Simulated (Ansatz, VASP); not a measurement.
## KB3H8 in VASP and in Ansatz

```
K B H
1.0
     5.32299    0.00000    0.00000
     0.00000    8.12797    0.00000
    -0.44963    0.00000    5.55501
K B H
2 6 16
Direct
  0.22754 0.75000 0.89562
  0.77246 0.25000 0.10438
  0.21084 0.13974 0.76957
  0.78916 0.63974 0.23043
  0.78916 0.86026 0.23043
  0.21084 0.36026 0.76957
  0.36731 0.25000 0.55091
  0.63269 0.75000 0.44909
  0.32427 0.07609 0.60105
  0.67573 0.57609 0.39895
  0.67573 0.92391 0.39895
  0.32427 0.42391 0.60105
  0.32548 0.08776 0.95035
  0.67452 0.58776 0.04965
  0.67452 0.91224 0.04965
  0.32548 0.41224 0.95035
  0.99886 0.08660 0.72947
  0.00114 0.58660 0.27053
  0.00114 0.91340 0.27053
  0.99886 0.41340 0.72947
  0.27910 0.25000 0.34415
  0.72090 0.75000 0.65585
  0.59555 0.25000 0.57449
  0.40445 0.75000 0.42551
```

Alike in both runs: functional PBE; k mesh 5 × 4 × 5; occupations fermi-dirac, width 0.05 eV; no spin polarisation.

Ansatz relaxed the structure, and its values are those at the end. VASP's run is a single point on that final structure, the one shown.

```csv
,VASP,Ansatz
version,VASP 6.6.1,Ansatz 0.2.0
potentials or method,"VASP PAW PBE potentials, release 64 (K_sv, B, H)","plane-wave PAW, scalar-relativistic"
plane-wave cutoff (eV),520,420
valence electrons in the cell,52,52
```

VASP gave:

| Item | Value |
| --- | --- |
| gap on the k mesh at the Fermi level (eV) | 5.98 |
| pressure (GPa) | 0.5 |
| rms of the force components (eV/Å) | 0.009 |

**Question.** What did Ansatz give for the same quantities?

**Answer.** gap on the k mesh at the Fermi level (eV): 5.99; pressure (GPa): 0.6; rms of the force components (eV/Å): 0.008.

Ansatz's warnings: stress scf threshold loose.
